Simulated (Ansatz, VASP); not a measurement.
Ti: VASP beside Ansatz

```
Ti
1.0
     2.34330    0.00000    0.00000
     0.00000    2.34330    0.00000
     0.00000    0.00000    2.34330
Ti
1
Direct
  0.00000 0.00000 0.00000
```

Change from the starting cell: volume scaled by 0.7, LAPW.

Alike in both runs: task single point; functional PBE; k mesh 14 × 14 × 14; occupations fermi-dirac, width 0.05 eV; no spin polarisation.

|  | VASP | Ansatz |
| --- | --- | --- |
| version | VASP 6.6.1 | Ansatz 0.2.0 |
| potentials or method | VASP PAW PBE potentials, release 64 (Ti_sv), cutoff 520 eV | all-electron LAPW, scalar-relativistic |

|  | VASP | Ansatz | Ansatz less VASP |
| --- | --- | --- | --- |
| pressure (GPa) | 52.1 | 51.9 | -0.17 |

Both programs put the cell under a high pressure, so it lies far from rest at this level. Ansatz ran all-electron here, and VASP with PAW potentials.
